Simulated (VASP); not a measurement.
Input of a VASP 6.6.1 run:

File INCAR:

```
SYSTEM = CuI
  PREC = Accurate
  ENCUT = 520
  EDIFF = 1E-7
  ISMEAR = 0
  SIGMA = 0.01
  LREAL = .FALSE.
  LASPH = .TRUE.
  NELM = 100
  ALGO = Normal
  ISIF = 2
  LWAVE = .FALSE.
  LCHARG = .FALSE.
  NBANDS = 26
```

The input KPOINTS:

```
Automatic mesh
0
G
  6 6 6
  0 0 0
```

POSCAR

```
CuI
1.0
    3.5037460169     -3.5931533413      0.0000000000
    3.5037460169      3.5931533413      0.0000000000
    0.0000000000      0.0000000000      4.3220096347
Cu I
2 2
Direct
    0.4168025267      0.5831974733      0.7500000000
    0.5831974733      0.4168025267      0.2500000000
    0.7779467443      0.2220532557      0.7500000000
    0.2220532557      0.7779467443      0.2500000000
```

Potentials or basis: VASP PAW LDA potentials, release 64 (Cu, I).

Launch:

```console
$ cat potpaw_LDA.64/Cu/POTCAR potpaw_LDA.64/I/POTCAR > POTCAR
$ mpirun -np 1 vasp_std > vasp.out
```

Question: What does it give for the largest force?

Answer: 0.318 eV/Å.

Question: Estimate the band gap on the k mesh.

Answer: 0.83 eV, direct.

Question: Predict the pressure.

Answer: -2.6 GPa.

Stress tensor (GPa, compression positive):
```
-0.97  0.00  0.00
 0.00 -3.17  0.00
 0.00  0.00 -3.79
```

Caveat: spin-orbit coupling is left out, which moves the levels of the heavy elements. LDA gaps usually lie below the measured ones, often by a third to a half.
